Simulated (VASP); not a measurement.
# C in VASP: single point with PBE+D3(BJ)

Aim: the single point of C with PBE+D3(BJ).

Everything below comes from runs of VASP 6.6.1. Logs are shortened: lines on timing, memory, paths and dates and some standing lists are left out, and cuts for length are marked.

**1. The cell of the first run**

The cell holds a slab with vacuum, 4 atoms: a = 2.466 Å, b = 2.466 Å, c = 17.500 Å, α = 90.00°, β = 90.00°, γ = 120.00°.

**2. Single point, PBE+D3(BJ)**

INCAR

```
SYSTEM = C
PREC = Accurate
ENCUT = 520
EDIFF = 1E-6
ISMEAR = 0
SIGMA = 0.1
LREAL = .FALSE.
LASPH = .TRUE.
NELM = 80
ALGO = Normal
ISIF = 2
LWAVE = .FALSE.
LCHARG = .FALSE.
LDIPOL = .TRUE.
IDIPOL = 3
DIPOL = 0.5 0.5 0.360
GGA = PE
IVDW = 12
NBANDS = 16
```

KPOINTS

```
regular mesh
0
G
  15 15 1
  0 0 0
```

POSCAR

```
C
1.0
    2.4656524409      0.0000000000      0.0000000000
   -1.2328262205      2.1353176507      0.0000000000
    0.0000000000      0.0000000000     17.5000663885
C
4
Direct
    0.6666666667      0.3333333333      0.2571437784
    0.3333333333      0.6666666667      0.2571418816
    0.6666666667      0.8333333333      0.4634306070
    0.3333333333      1.1666666667      0.4634287102
```

Potentials or basis: VASP PAW PBE potentials, release 64 (C).

On the command line:

```bash
> cat potpaw_PBE.64/C/POTCAR > POTCAR
> mpirun -np 1 vasp_std > vasp.out
```

OUTCAR:

```text
SYSTEM = C
   PREC = Accurate
   ENCUT = 520
   EDIFF = 1E-6
   ISMEAR = 0
   LREAL = .FALSE.
   LASPH = .TRUE.
   NELM = 80
   ISIF = 2
   GGA = PE
   IVDW = 12
 IVDW          = 12

 ion  position               nearest neighbor table
   1  0.667  0.333  0.257-   2 1.42   2 1.42   2 1.42
   2  0.333  0.667  0.257-   1 1.42   1 1.42   1 1.42
   3  0.667  0.833  0.463-   4 1.42   4 1.42   4 1.42
   4  0.333  0.167  0.463-   3 1.42   3 1.42   3 1.42

  LATTYP: Found a hexagonal cell.
 ALAT       =     2.4656524409
 C/A-ratio  =     7.0975398228

  Lattice vectors:

 A1 = (   2.4656524409,   0.0000000000,   0.0000000000)
 A2 = (  -1.2328262205,   2.1353176507,   0.0000000000)
 A3 = (   0.0000000000,   0.0000000000,  17.5000663885)

Analysis of symmetry for initial positions (statically):
=====================================================================
 Subroutine PRICEL returns:
 Original cell was already a primitive cell.

 Routine SETGRP: Setting up the symmetry group for a
 hexagonal supercell.

 Subroutine GETGRP returns: Found  8 space group operations
 (whereof  4 operations were pure point group operations)
 out of a pool of 24 trial point group operations.

The static configuration has the point symmetry C_2v.
 The point group associated with its full space group is D_2h.

Analysis of symmetry for dynamics (positions and initial velocities):
=====================================================================
 Subroutine PRICEL returns:
 Original cell was already a primitive cell.

 Routine SETGRP: Setting up the symmetry group for a
 hexagonal supercell.

 Subroutine GETGRP returns: Found  8 space group operations
 (whereof  4 operations were pure point group operations)
 out of a pool of 24 trial point group operations.

The dynamic configuration has the point symmetry C_2v.
 The point group associated with its full space group is D_2h.

 Subroutine INISYM returns: Found  8 space group operations
 (whereof  4 operations are pure point group operations),
 and found     1 'primitive' translations

----------------------------------------------------------------------------------------

                                     Primitive cell

  volume of cell :      92.1370

  direct lattice vectors                    reciprocal lattice vectors
     2.465652441  0.000000000  0.000000000     0.405572166  0.234157199  0.000000000
    -1.232826221  2.135317651  0.000000000     0.000000000  0.468314398  0.000000000
     0.000000000  0.000000000 17.500066388     0.000000000  0.000000000  0.057142640

  length of vectors
     2.465652441  2.465652441 17.500066388     0.468314398  0.468314398  0.057142640

  position of ions in fractional coordinates (direct lattice)
     0.666666667  0.333333333  0.257143778
     0.333333333  0.666666667  0.257141882
     0.666666667  0.833333333  0.463430607
     0.333333333  0.166666667  0.463428710

  ion indices of the primitive-cell ions
   primitive index   ion index
                 1           1
                 2           2
                 3           3
                 4           4

----------------------------------------------------------------------------------------

 KPOINTS: regular mesh

Automatic generation of k-mesh.
 Grid dimensions read from file:
 generate k-points for:   15   15    1

 Generating k-lattice:

  Cartesian coordinates                     Fractional coordinates (reciprocal lattice)
     0.027038144  0.015610480  0.000000000     0.066666667  0.000000000  0.000000000
     0.000000000  0.031220960  0.000000000     0.000000000  0.066666667  0.000000000
     0.000000000  0.000000000  0.057142640     0.000000000  0.000000000  1.000000000

  Length of vectors
     0.031220960  0.031220960  0.057142640

  Shift w.r.t. Gamma in fractional coordinates (k-lattice)
     0.000000000  0.000000000  0.000000000

 Subroutine IBZKPT returns following result:
 ===========================================

 Found     64 irreducible k-points:

 Following reciprocal coordinates:
            Coordinates               Weight
  0.000000  0.000000  0.000000      1.000000
  0.066667  0.000000  0.000000      2.000000
  0.000000  0.066667  0.000000      4.000000
  0.133333  0.000000  0.000000      2.000000
  0.000000  0.133333  0.000000      4.000000
  0.200000  0.000000  0.000000      2.000000
[... 16 lines left out ...]
 -0.266667  0.200000  0.000000      4.000000
  0.266667  0.066667  0.000000      4.000000
 [... further k-points ...]
   k-points           NKPTS =     64   k-points in BZ     NKDIM =     64   number of bands    NBANDS=     16
   number of dos      NEDOS =    301   number of ions     NIONS =      4
   total plane-waves  NPLWV =  45360
   dimension x,y,z NGX =    18 NGY =   18 NGZ =  140
   dimension x,y,z NGXF=    36 NGYF=   36 NGZF=  280
   ions per type =               4
   NGX,Y,Z   is equivalent  to a cutoff of  12.14, 12.14, 13.30 a.u.
   NGXF,Y,Z  is equivalent  to a cutoff of  24.27, 24.27, 26.60 a.u.
 SYSTEM =  C
   PREC   = accura    normal or accurate (medium, high low for compatibility)
   ISTART =      0    job   : 0-new  1-cont  2-samecut
   ICHARG =      2    charge: 1-file 2-atom 10-const
   ISPIN  =      1    spin polarized calculation?
   LNONCOLLINEAR =      F non collinear calculations
   LSORBIT =      F    spin-orbit coupling
   LASPH  =      T    aspherical Exc in radial PAW
   ENCUT  =  520.0 eV  38.22 Ry    6.18 a.u.   4.58  4.58 32.54*2*pi/ulx,y,z
   NELM   =     80;   NELMIN=  2; NELMDL= -5     # of ELM steps
   EDIFF  = 0.1E-05   stopping-criterion for ELM
   LREAL  =      F    real-space projection
   EDIFFG = 0.1E-04   stopping-criterion for IOM
   NSW    =      0    number of steps for IOM
   IBRION =     -1    ionic relax: 0-MD 1-quasi-New 2-CG
   NFREE  =      0    steps in history (QN), initial steepest desc. (CG)
   ISIF   =      2    stress and relaxation
   ISYM   =      2    0-nonsym 1-usesym 2-fastsym
   POTIM  = 0.5000    time-step for ionic-motion
   TEBEG  =    0.0;   TEEND  =   0.0 temperature during run
   PSTRESS=    0.0 pullay stress
   NELECT =      16.0000    total number of electrons
   NUPDOWN=      -1.0000    fix difference up-down
   EMIN   =  10.00;   EMAX   =-10.00  energy-range for DOS
   EFERMI =   0.00;   METHOD = LEGACY
   ISMEAR =     0;   SIGMA  =   0.10  broadening in eV -4-tet -1-fermi 0-gaus
   EFERMI_NEDOS =   21; number of points for ismear=-14 and -15
   IALGO  =     38    algorithm
   IMIX   =      4    mixing-type and parameters
     AMIX     =   0.40;   BMIX     =  1.00
     AMIX_MAG =   1.60;   BMIX_MAG =  1.00
  volume/ion in A,a.u.               =      23.03       155.44
  Fermi-wavevector in a.u.,A,eV,Ry     =   0.913349  1.725980 11.350070  0.834207
  Thomas-Fermi vector in A             =   2.037850
   LORBIT       =      0    0 simple, 1 ext, 2 COOP (PROOUT), +10 PAW based schemes
   GGA     = PE    functional components
   LHFCALC =     F    Hartree Fock is set to
   AEXX    =    0.0000 exact exchange contribution
   IVDW    =    12    specifies the selected vdW correction
   LEPSILON=     F    determine dielectric tensor
   LRPA    =     F    only Hartree local field effects (RPA)
 non-spin polarized calculation
 Gauss-broadening in eV      SIGMA  =   0.10
  energy-cutoff  :      520.00
  volume of cell :       92.14
 maximum number of plane-waves:      2516
   NGX =  9   NGY =  9   NGZ = 65

 dipolmoment           0.000000      0.000000      0.000186 electrons x Angstroem

 number of electron      15.9999997 magnetization

 dipolmoment           0.000000      0.000000     -0.000131 electrons x Angstroem

 Free energy of the ion-electron system (eV)
  ---------------------------------------------------
  ext. energy  EPLUGINS =         0.00000000
  ---------------------------------------------------
  free energy    TOTEN  =       -36.89034056 eV

  energy without entropy =      -36.88973070  energy(sigma->0) =      -36.89003563

 E-fermi :  -0.8258     XC(G=0):  -4.4783

 val. band max:       -0.8976442860   @ k =   0.3333   0.3333   0.0000
 cond. band min:      -0.7541086038   @ k =   0.3333   0.3333   0.0000
 fundamental gap:      0.1435356822
 Fermi energy:        -0.8257646136

 k-point     1 :       0.0000    0.0000    0.0000
  band No.  band energies     occupation
      1     -20.3840      2.00000
      2     -20.3008      2.00000
      3      -8.7655      2.00000
      4      -8.1022      2.00000
      5      -3.8648      2.00000
      6      -3.8626      2.00000
[... 8 lines left out ...]
     15       7.4880      0.00000
     16       7.4975      0.00000

 k-point     2 :       0.0667    0.0000    0.0000
  band No.  band energies     occupation
      1     -20.2787      2.00000
      2     -20.1960      2.00000
      3      -8.6388      2.00000
      4      -7.9782      2.00000
      5      -4.2880      2.00000
      6      -4.2824      2.00000
[... 8 lines left out ...]
     15       7.5482      0.00000
     16       7.9307      0.00000

 k-point     3 :       0.0000    0.0667    0.0000
  band No.  band energies     occupation
      1     -20.2787      2.00000
      2     -20.1960      2.00000
      3      -8.6387      2.00000
      4      -7.9783      2.00000
      5      -4.2891      2.00000
      6      -4.2810      2.00000
[... 8 lines left out ...]
     15       7.5564      0.00000
     16       7.9448      0.00000

 k-point     4 :       0.1333    0.0000    0.0000
  band No.  band energies     occupation
      1     -19.9633      2.00000
      2     -19.8824      2.00000
      3      -8.2605      2.00000
      4      -7.6087      2.00000
      5      -5.4185      2.00000
      6      -5.4071      2.00000
[... 8 lines left out ...]
     15       7.5877      0.00000
     16       8.8368      0.00000

 k-point     5 :       0.0000    0.1333    0.0000
  band No.  band energies     occupation
      1     -19.9633      2.00000
      2     -19.8824      2.00000
      3      -8.2601      2.00000
      4      -7.6092      2.00000
      5      -5.4193      2.00000
      6      -5.4059      2.00000
[... 8 lines left out ...]
     15       7.5836      0.00000
     16       8.8412      0.00000

 k-point     6 :       0.2000    0.0000    0.0000
  band No.  band energies     occupation
      1     -19.4403      2.00000
      2     -19.3622      2.00000
      3      -7.6375      2.00000
      4      -7.0017      2.00000
      5      -6.9686      2.00000
      6      -6.9492      2.00000
[... 8 lines left out ...]
     15       7.4520      0.00000
     16       7.7264      0.00000
[... 267 lines left out ...]
 k-point    21 :       0.2000    0.0667    0.0000
  band No.  band energies     occupation
      1     -19.0244      2.00000
      2     -18.9485      2.00000
      3      -7.8478      2.00000
      4      -7.8273      2.00000
      5      -7.1457      2.00000
      6      -6.5224      2.00000
[... 8 lines left out ...]
     15       7.5402      0.00000
     16       7.7861      0.00000

 k-point    22 :      -0.0667    0.2667    0.0000
  band No.  band energies     occupation
      1     -19.0243      2.00000
      2     -18.9486      2.00000
      3      -7.8497      2.00000
      4      -7.8248      2.00000
      5      -7.1436      2.00000
      6      -6.5249      2.00000
[... 8 lines left out ...]
     15       7.5498      0.00000
     16       7.7914      0.00000

 k-point    23 :      -0.2667    0.2000    0.0000
  band No.  band energies     occupation
      1     -19.0244      2.00000
      2     -18.9486      2.00000
      3      -7.8478      2.00000
      4      -7.8269      2.00000
      5      -7.1443      2.00000
      6      -6.5241      2.00000
[... 8 lines left out ...]
     15       7.5634      0.00000
     16       7.7694      0.00000

 k-point    24 :       0.2667    0.0667    0.0000
  band No.  band energies     occupation
      1     -18.2001      2.00000
      2     -18.1284      2.00000
      3      -9.5684      2.00000
      4      -9.5392      2.00000
      5      -6.6723      2.00000
      6      -6.6582      2.00000
[... 8 lines left out ...]
     15       7.5336      0.00000
     16       8.2983      0.00000

 [... further k-points ...]

------------------------ aborting loop because EDIFF is reached ----------------------------------------

 vacuum level on the upper side and lower side of the slab       (xc-potential included)        -0.166        -0.164

 Edisp (eV)   -0.45605

 E8    (eV) :    -0.1354

  FORCE on cell =-STRESS in cart. coord.  units (eV):
  Direction    XX          YY          ZZ          XY          YZ          ZX
  --------------------------------------------------------------------------------------
  -------------------------------------------------------------------------------------
  Total       0.13064     0.14554    -0.16784    -0.01290     0.00000     0.00000
  in kB       2.27169     2.53076    -2.91854    -0.22435     0.00000     0.00000
  external pressure =        0.63 kB  Pullay stress =        0.00 kB

 VOLUME and BASIS-vectors are now :
 -----------------------------------------------------------------------------
  energy-cutoff  :      520.00
  volume of cell :       92.14
      direct lattice vectors                 reciprocal lattice vectors
     2.465652441  0.000000000  0.000000000     0.405572166  0.234157199  0.000000000
    -1.232826221  2.135317651  0.000000000     0.000000000  0.468314398  0.000000000
     0.000000000  0.000000000 17.500066388     0.000000000  0.000000000  0.057142640

 POSITION                                       TOTAL-FORCE (eV/Angst)
 -----------------------------------------------------------------------------------
      1.23283      0.71177      4.50003        -0.001062     -0.000613      0.019668
     -0.00000      1.42355      4.50000         0.001062      0.000613      0.019668
      0.61641      1.77943      8.11007        -0.001062     -0.000613     -0.019668
      0.61641      0.35589      8.11003         0.001062      0.000613     -0.019668
 -----------------------------------------------------------------------------------
    total drift:                               -0.000000     -0.000000     -0.029675

  FREE ENERGIE OF THE ION-ELECTRON SYSTEM (eV)
  ---------------------------------------------------
  free  energy   TOTEN  =       -37.3463944279 eV

  energy  without entropy=      -37.3457845651  energy(sigma->0) =      -37.34608950

 vacuum level on the upper side and lower side of the slab         3.353         3.356
```

Run time: 3.9 min. Hardware: 1 thread of AMD EPYC 7R13, shared host; peak memory 0.21 GiB.

Results:

* Free energy: -37.3464 eV
* Largest force: 0.020 eV/Å
* Band gap on the k mesh: 0.14 eV, direct
* Dispersion energy per atom: -0.114 eV

Forces in eV/Å, atoms in the order of the input:
```
C   -0.001 -0.001  0.020
C    0.001  0.001  0.020
C   -0.001 -0.001 -0.020
C    0.001  0.001 -0.020
```
